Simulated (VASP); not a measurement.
Set up this calculation in VASP 6.6.1, as the native input.

```yaml
Task: single point
Functional: PBE
Potentials_or_basis: VASP PAW PBE potentials, release 64 (Li_sv, Nb_sv, O)
Cutoff: 520 eV
k_mesh: 7 × 7 × 7
Occupations: fermi-dirac, width 0.01 eV
Spin: no spin polarisation
Dipole_correction: no
Further_INCAR_settings: ALGO = Normal; EDIFF = 1e-06; NBANDS = 45
```

The structure of LiNbO3 lies in POSCAR:

```
LiNbO3
1.0
    2.5949501352      1.4981951591      4.6722232478
   -2.5949501352      1.4981951591      4.6722232478
    0.0000000000     -2.9963903182      4.6722232478
Li Nb O
2 2 6
Direct
    0.7183582876      0.7183582876      0.7183582876
    0.2183582876      0.2183582876      0.2183582876
    0.9994820125      0.9994820125      0.9994820125
    0.4994820125      0.4994820125      0.4994820125
    0.2789058864      0.6419274962      0.8895113174
    0.6419274962      0.8895113174      0.2789058864
    0.8895113174      0.2789058864      0.6419274962
    0.3895113174      0.1419274962      0.7789058864
    0.7789058864      0.3895113174      0.1419274962
    0.1419274962      0.7789058864      0.3895113174
```

One way to write it, as run:

INCAR

```
PREC = Accurate ; ENCUT = 520
EDIFF = 1E-6 ; ISMEAR = -1
SIGMA = 0.01 ; LREAL = F
LASPH = T ; NELM = 80
ALGO = Normal ; ISIF = 2
LWAVE = F ; LCHARG = T
GGA = PE ; LELF = T
LVHAR = T ; NBANDS = 45
```

KPOINTS

```
Automatic mesh
0
Gamma
  7 7 7
```

Potentials or basis: VASP PAW PBE potentials, release 64 (Li_sv, Nb_sv, O).

Launch:

```sh
$ cat potpaw_PBE.64/Li_sv/POTCAR potpaw_PBE.64/Nb_sv/POTCAR potpaw_PBE.64/O/POTCAR > POTCAR
$ mpirun -np 1 vasp_std > vasp.out
```

It gave:

The largest force is 0.037 eV/Å and the band gap on the k mesh is 3.55 eV (least direct gap 3.58 eV).

Caveat: an odd mesh through Γ misses points on the zone boundary, where band edges can lie.

It took 5.9 min on 1 thread of Intel Xeon 8259CL, on a shared host, peak memory 0.36 GiB.
